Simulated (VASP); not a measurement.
Write the native input for VASP 6.6.1 that does the following.

- Task: single point
- Functional: PBE
- Potentials or basis: VASP PAW PBE potentials, release 64 (Al)
- Cutoff: 500 eV
- k mesh: 8 × 8 × 8
- Occupations: gaussian, width 0.1 eV
- Spin: no spin polarisation
- Dipole correction: no
- Further INCAR settings: ALGO = Normal; EDIFF = 1e-06; NBANDS = 8

The structure of Al lies in POSCAR:

```
Al
1.0
    0.0000000000      2.0100000000      2.0100000000
    2.0100000000      0.0000000000      2.0100000000
    2.0100000000      2.0100000000      0.0000000000
Al
1
Direct
    0.0000000000      0.0000000000      0.0000000000
```

One way to write it, as run:

INCAR

```
PREC = Accurate
ENCUT = 500
EDIFF = 1E-6
ISMEAR = 0
SIGMA = 0.1
LREAL = F
LASPH = T
NELM = 120
ALGO = Normal
ISIF = 2
LWAVE = F
LCHARG = F
GGA = PE
NBANDS = 8
GGA_COMPAT = F
```

KPOINTS

```
regular mesh
0
Gamma
  8 8 8
```

Potentials or basis: VASP PAW PBE potentials, release 64 (Al).

Run with:

```bash
$ cat potpaw_PBE.64/Al/POTCAR > POTCAR
$ mpirun -np 1 vasp_std > vasp.out
```

Results of the run:

```
Pressure : 1.4 GPa
```

Wall time 4.4 s on 1 thread of AMD EPYC 7R43 64-Core Processor (Zen 3) (shared host), peak memory 0.1 GiB.
